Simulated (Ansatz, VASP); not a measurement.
## Cs2Br3: VASP beside Ansatz

The input INCAR:

```
PREC = Accurate ; ENCUT = 600
EDIFF = 1E-6 ; ISMEAR = 0
SIGMA = 0.1 ; LREAL = False
LASPH = True ; NELM = 60
ALGO = Normal ; ISIF = 3
LWAVE = False ; LCHARG = False
GGA = PE ; IBRION = 2
NSW = 90 ; EDIFFG = -0.04
```

Contents of KPOINTS:

```
Automatic mesh
0
Gamma
  3 3 3
```

File POSCAR:

```
Cs2Br3
1.0
    3.8727971156      2.2359604572      7.0490723307
   -3.8727971156      2.2359604572      7.0490723307
    0.0000000000     -4.4719209145      7.0490723307
Cs Br
4 6
Direct
    0.8521800000      0.8521800000      0.8521800000
    0.6478200000      0.6478200000      0.6478200000
    0.1478200000      0.1478200000      0.1478200000
    0.3521800000      0.3521800000      0.3521800000
    0.0562500000      0.4437500000      0.7500000000
    0.7500000000      0.0562500000      0.4437500000
    0.4437500000      0.7500000000      0.0562500000
    0.9437500000      0.5562500000      0.2500000000
    0.2500000000      0.9437500000      0.5562500000
    0.5562500000      0.2500000000      0.9437500000
```

Input for Ansatz:

```yaml
crystal:
  lattice:
    - [3.8727971156, 2.2359604572, 7.0490723307]
    - [-3.8727971156, 2.2359604572, 7.0490723307]
    - [0.0, -4.4719209145, 7.0490723307]
  atoms:
    - { symbol: Cs, position: [0.85218, 0.85218, 0.85218] }
    - { symbol: Cs, position: [0.64782, 0.64782, 0.64782] }
    - { symbol: Cs, position: [0.14782, 0.14782, 0.14782] }
    - { symbol: Cs, position: [0.35218, 0.35218, 0.35218] }
    - { symbol: Br, position: [0.05625, 0.44375, 0.75] }
    - { symbol: Br, position: [0.75, 0.05625, 0.44375] }
    - { symbol: Br, position: [0.44375, 0.75, 0.05625] }
    - { symbol: Br, position: [0.94375, 0.55625, 0.25] }
    - { symbol: Br, position: [0.25, 0.94375, 0.55625] }
    - { symbol: Br, position: [0.55625, 0.25, 0.94375] }
basis:
  ecutwfc: 420
kpoints:
  mp_grid: { grid: [3, 3, 3] }
hamiltonian:
  xc: pbe
scf:
  occupations: { method: gaussian, width: 0.1 }
  lower_state_search: "off"
output:
  forces: true
  stress: true
  eigenvalues: true
relax:
  adjacent_minimum: "off"
  f_tol: 0.04
  max_steps: 70
  cell: { stress_tol: 0.4 }
```

Alike in both runs: task relaxation of cell and atoms; functional PBE; k mesh 3 × 3 × 3; occupations gaussian, width 0.1 eV; no spin polarisation.

|  | VASP | Ansatz |
| --- | --- | --- |
| version | VASP 6.6.1 | Ansatz 0.2.0 |
| potentials or method | VASP PAW PBE potentials, release 64 (Cs_sv, Br), cutoff 600 eV | scalar-relativistic, plane waves, PAW |
| valence electrons in the cell | 78 | 78 |

```csv
,VASP,Ansatz,Ansatz less VASP
"gap on the k mesh at the Fermi level, each at its own relaxed structure (eV)",none,none,-
relaxed volume (Å³/atom),58.90,55.94,-2.961
relaxed cell length with the largest relative difference (Å),10.017,9.553,-0.4640
```

A gap of «none» marks a metal or a gap that the smearing closes. One of these differences is far larger than is usual between the two programs; its cause wasn't traced.

Neither program's run includes spin-orbit coupling. Noted on VASP's run: the volume moved by over 15 % at a fixed basis, so the end points are rough.
